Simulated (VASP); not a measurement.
LiSe2: single point with PBE+D3(BJ)

Crystal: LiSe2.

```
Li Se
1.0
     3.93122    0.00000    0.00000
    -1.96561    3.40454    0.00000
     0.00000    0.00000    4.15271
Li Se
1 2
Direct
  0.00000 0.00000 0.50000
  0.33333 0.66667 0.76668
  0.66667 0.33333 0.23332
```

| Quantity | Value |
| --- | --- |
| Program | VASP 6.6.1 |
| Task | single point |
| Functional | PBE |
| Dispersion | D3(BJ) |
| Potentials or basis | VASP PAW PBE potentials, release 64 (Li_sv, Se) |
| Cutoff | 520 eV |
| k mesh | 6 × 6 × 4 |
| Occupations | gaussian, width 0.1 eV |
| Spin | no spin polarisation |
| Dipole correction | no |
| Further INCAR settings | ALGO = Normal; EDIFF = 1e-07; NBANDS = 14 |

```yaml
Largest_force: 0.038 eV/Å
Dispersion_energy_per_atom: -0.354 eV
```

Forces in eV/Å, atoms in the order of the input:
```
Li   0.000  0.000  0.000
Se   0.000  0.000  0.038
Se   0.000  0.000 -0.038
```

Levels at points of the mesh, in eV from the Fermi level:
```tsv
k point	band 5	band 6	band 7	band 8	band 9	band 10
(0.00, 0.00, 0.00)	-2.09	-2.09	-0.13	-0.13	2.09	4.06
(0.50, 0.00, 0.00)	-3.56	-2.51	-1.45	-0.61	1.20	4.35
(0.00, 0.00, 0.50)	-1.40	-1.16	-1.16	-0.70	-0.70	5.81
(0.50, 0.00, 0.50)	-4.95	-1.84	-1.76	0.18	0.86	6.95
```

It took 24 s on 1 thread of Intel(R) Xeon(R) Platinum 8259CL CPU @ 2.50GHz (Skylake/Cascade Lake), with other jobs on the host, peak memory 0.18 GiB.

Caveat: the k points lie up to 0.38 Å⁻¹ apart.
